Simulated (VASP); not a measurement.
# Cu (Fm-3m) in VASP: a series of runs, part 2 of 2

VASP 6.6.1.

## (4) Single point, r2SCAN (12.81 Å³/atom)

This run uses another cell than the first one, of 12.81 Å³/atom.

Input file POSCAR:

```
Cu
1.0
    0.0000000000      1.8569734302      1.8569734302
    1.8569734302      0.0000000000      1.8569734302
    1.8569734302      1.8569734302      0.0000000000
Cu
1
Direct
    0.0000000000      0.0000000000      0.0000000000
```

Input file INCAR.step1:

```
PREC     = Accurate       # precision mode
ENCUT    = 520            # plane-wave cutoff, eV
ISMEAR   = -1             # smearing method
SIGMA    = 0.1            # smearing width, eV
LREAL    = F              # projectors in reciprocal space
LASPH    = T              # aspherical terms in the spheres
NELM     = 60             # most SCF steps
NBANDS   = 12             # bands
GGA      = PE             # functional
ALGO     = Normal         # electronic algorithm
EDIFF    = 1E-4           # SCF threshold, eV
LWAVE    = T              # write WAVECAR
LCHARG   = F              # write CHGCAR
```

Input file INCAR.step2:

```
PREC     = Accurate       # precision mode
ENCUT    = 520            # plane-wave cutoff, eV
EDIFF    = 1E-6           # SCF threshold, eV
ISMEAR   = -1             # smearing method
SIGMA    = 0.1            # smearing width, eV
LREAL    = F              # projectors in reciprocal space
LASPH    = T              # aspherical terms in the spheres
NELM     = 60             # most SCF steps
ALGO     = Normal         # electronic algorithm
ISIF     = 2              # what is computed and relaxed
LWAVE    = F              # write WAVECAR
LCHARG   = F              # write CHGCAR
METAGGA  = R2SCAN         # meta-GGA
LMIXTAU  = T            
NBANDS   = 12             # bands
ISTART   = 1
```

Input file KPOINTS:

```
Automatic mesh
0
Gamma
  25 25 25
```

Potentials or basis: VASP PAW PBE potentials, release 64 (Cu).

Run with:

```console
cat potpaw_PBE.64/Cu/POTCAR > POTCAR
cp INCAR.step1 INCAR
mpirun -np 1 vasp_std > vasp.out
cp INCAR.step2 INCAR
mpirun -np 1 vasp_std > vasp.out
```

OUTCAR:

```text
PREC = Accurate
   ENCUT = 520
   EDIFF = 1E-6
   ISMEAR = -1
   LREAL = F
   LASPH = T
   NELM = 60
   ISIF = 2
   METAGGA = R2SCAN
   ISTART = 1

 ion  position               nearest neighbor table
   1  0.000  0.000  0.000-

  LATTYP: Found a face centered cubic cell.
 ALAT       =     3.7139468604

  Lattice vectors:

 A1 = (   0.0000000000,   1.8569734302,   1.8569734302)
 A2 = (   1.8569734302,   0.0000000000,   1.8569734302)
 A3 = (   1.8569734302,   1.8569734302,   0.0000000000)

Analysis of symmetry for initial positions (statically):
=====================================================================
 Subroutine PRICEL returns:
 Original cell was already a primitive cell.

 Routine SETGRP: Setting up the symmetry group for a
 face centered cubic supercell.

 Subroutine GETGRP returns: Found 48 space group operations
 (whereof 48 operations were pure point group operations)
 out of a pool of 48 trial point group operations.

The static configuration has the point symmetry O_h .

Analysis of symmetry for dynamics (positions and initial velocities):
=====================================================================
 Subroutine PRICEL returns:
 Original cell was already a primitive cell.

 Routine SETGRP: Setting up the symmetry group for a
 face centered cubic supercell.

 Subroutine GETGRP returns: Found 48 space group operations
 (whereof 48 operations were pure point group operations)
 out of a pool of 48 trial point group operations.

The dynamic configuration has the point symmetry O_h .

 Subroutine INISYM returns: Found 48 space group operations
 (whereof 48 operations are pure point group operations),
 and found     1 'primitive' translations

----------------------------------------------------------------------------------------

                                     Primitive cell

  volume of cell :      12.8070

  direct lattice vectors                    reciprocal lattice vectors
[... 110 lines left out ...]
   METAGGA = R2SCAN    functional components
   LHFCALC =     F    Hartree Fock is set to
   AEXX    =    0.0000 exact exchange contribution
   IVDW    =     0    specifies the selected vdW correction
   LEPSILON=     F    determine dielectric tensor
   LRPA    =     F    only Hartree local field effects (RPA)
 non-spin polarized calculation
  energy-cutoff  :      520.00
  volume of cell :       12.81
 maximum number of plane-waves:       360
   NGX =  9   NGY =  9   NGZ =  9

 number of electron      10.9999995 magnetization

 Free energy of the ion-electron system (eV)
  ---------------------------------------------------
  ext. energy  EPLUGINS =         0.00000000
  ---------------------------------------------------
  free energy    TOTEN  =       -10.77104083 eV

  energy without entropy =      -10.76033378  energy(sigma->0) =      -10.76568731

 E-fermi :   6.4516     XC(G=0): -13.2075

 val. band max:        6.4428820257   @ k =  -0.2400   0.2800   0.0800
 cond. band min:       6.4589226536   @ k =  -0.2800   0.2400   0.0800
 fundamental gap:      0.0160406279
 Fermi energy:         6.4515852070

 k-point     1 :       0.0000    0.0000    0.0000
  band No.  band energies     occupation
      1      -2.5985      2.00000
      2       3.5498      2.00000
      3       3.5499      2.00000
      4       3.5499      2.00000
      5       4.2651      2.00000
      6       4.2651      2.00000
      7      29.1494      0.00000
      8      31.5453      0.00000
      9      31.5453      0.00000
     10      31.5455      0.00000
     11      33.8907      0.00000
     12      33.8908      0.00000
[... 331 lines left out ...]
 k-point    24 :       0.4400    0.0400    0.0000
  band No.  band energies     occupation
      1       1.5661      2.00000
      2       3.5127      2.00000
      3       3.5524      2.00000
      4       4.3848      2.00000
      5       4.7579      2.00000
      6       5.1532      2.00000
      7      11.3889      0.00000
      8      27.4316      0.00000
      9      27.4729      0.00000
     10      28.2711      0.00000
     11      32.0174      0.00000
     12      32.5377      0.00000

 [... further k-points ...]

------------------------ aborting loop because EDIFF is reached ----------------------------------------

  FORCE on cell =-STRESS in cart. coord.  units (eV):
  Direction    XX          YY          ZZ          XY          YZ          ZX
  --------------------------------------------------------------------------------------
  -------------------------------------------------------------------------------------
  Total       -1.0637254     -1.0637254     -1.0637254     -0.0000000      0.0000000      0.0000000
  in kB     -133.0739436   -133.0739436   -133.0739436     -0.0000000      0.0000000      0.0000000
  external PRESSURE =    -133.0739436 kB  Pullay stress =       0.0000000 kB

 VOLUME and BASIS-vectors are now :
 -----------------------------------------------------------------------------
  energy-cutoff  :      520.00
  volume of cell :       12.81
      direct lattice vectors                 reciprocal lattice vectors
     0.000000000  1.856973430  1.856973430    -0.269255333  0.269255333  0.269255333
     1.856973430  0.000000000  1.856973430     0.269255333 -0.269255333  0.269255333
     1.856973430  1.856973430  0.000000000     0.269255333  0.269255333 -0.269255333

 POSITION                                       TOTAL-FORCE (eV/Angst)
 -----------------------------------------------------------------------------------
      0.00000      0.00000      0.00000         0.000000      0.000000      0.000000
 -----------------------------------------------------------------------------------
    total drift:                                0.000000      0.000000      0.000000

  FREE ENERGIE OF THE ION-ELECTRON SYSTEM (eV)
  ---------------------------------------------------
  free  energy   TOTEN  =       -10.7710408322 eV

  energy  without entropy=      -10.7603337795  energy(sigma->0) =      -10.76568731
```

OUTCAR.step1:

```text
PREC = Accurate
   ENCUT = 520
   ISMEAR = -1
   LREAL = F
   LASPH = T
   NELM = 60
[... 573 lines left out ...]

 POSITION                                       TOTAL-FORCE (eV/Angst)
 -----------------------------------------------------------------------------------
      0.00000      0.00000      0.00000         0.000000     -0.000000      0.000000
 -----------------------------------------------------------------------------------
    total drift:                                0.000000      0.000000      0.000000

  FREE ENERGIE OF THE ION-ELECTRON SYSTEM (eV)
  ---------------------------------------------------
  free  energy   TOTEN  =        -3.7124504691 eV

  energy  without entropy=       -3.7013115148  energy(sigma->0) =       -3.70688099
```

Run time: 3.4 min. Hardware: 1 thread of Intel Xeon Platinum 8375C at 2.90GHz (Ice Lake), shared host; peak memory 0.18 GiB.

What came out:

```yaml
Free_energy: -10.7710 eV
Pressure: -13.3 GPa
Band_gap_on_the_k_mesh: zero (an odd number of electrons rules out a gap without spin polarisation)
```

Levels at points of the mesh, in eV from the Fermi level:
```csv
k point,band 2,band 3,band 4,band 5,band 6,band 7,band 8,band 9,band 10,band 11
"(0.00, 0.00, 0.00)",-2.90,-2.90,-2.90,-2.19,-2.19,22.70,25.09,25.09,25.09,27.44
```

Caveat: the cell stands under tension; the PAW data sets were made with another functional, which shifts forces and pressure a little.

## (5) The runs side by side

```tsv
cell	gap on the mesh (eV)	pressure (GPa)
a = 2.562 Å, angles 60.0°, 1 atom	none	-5.1
a = 2.595 Å, angles 60.0°, 1 atom	none	-9.7
a = 2.626 Å, angles 60.0°, 1 atom	none	-13.3
```

Alike in all rows: task single point; level r2SCAN; potentials or basis VASP PAW PBE potentials, release 64 (Cu); no spin polarisation; k mesh 25 × 25 × 25; cutoff (eV) 520; smearing fermi-dirac 0.1 eV.

Caveats: the cell stands under tension; the PAW data sets were made with another functional, which shifts forces and pressure a little.

Absolute energies hang on the potentials; compare differences alone.
